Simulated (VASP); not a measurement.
A run of VASP 6.6.1 is set up as follows.

INCAR

```
PREC = Accurate
ENCUT = 520
EDIFF = 1E-6
ISMEAR = 0
SIGMA = 0.01
LREAL = F
LASPH = T
NELM = 80
ALGO = Normal
ISIF = 2
LWAVE = F
LCHARG = T
GGA = PE
LELF = T
LVHAR = T
NBANDS = 14
```

File KPOINTS:

```
Automatic mesh
0
Gamma
  6 6 6
```

File POSCAR:

```
NaI
1.0
    0.0000000000      3.5431916794      3.5431916794
    3.5431916794      0.0000000000      3.5431916794
    3.5431916794      3.5431916794      0.0000000000
Na I
1 1
Direct
    0.0000000000      0.0000000000      0.0000000000
    0.2500000000      0.2500000000      0.2500000000
```

Potentials or basis: VASP PAW PBE potentials, release 64 (Na_pv, I).

Command:

```sh
$ cat potpaw_PBE.64/Na_pv/POTCAR potpaw_PBE.64/I/POTCAR > POTCAR
$ mpirun -np 1 vasp_std > vasp.out
```

Question: Estimate the pressure.

Answer: 0.4 GPa.

Question: Estimate the band gap on the k mesh.

Answer: 3.82 eV, direct.

Caveat: spin-orbit coupling is left out, which moves the levels of the heavy elements. Expect the measured gap to be larger: semilocal functionals such as PBE lack the derivative discontinuity.
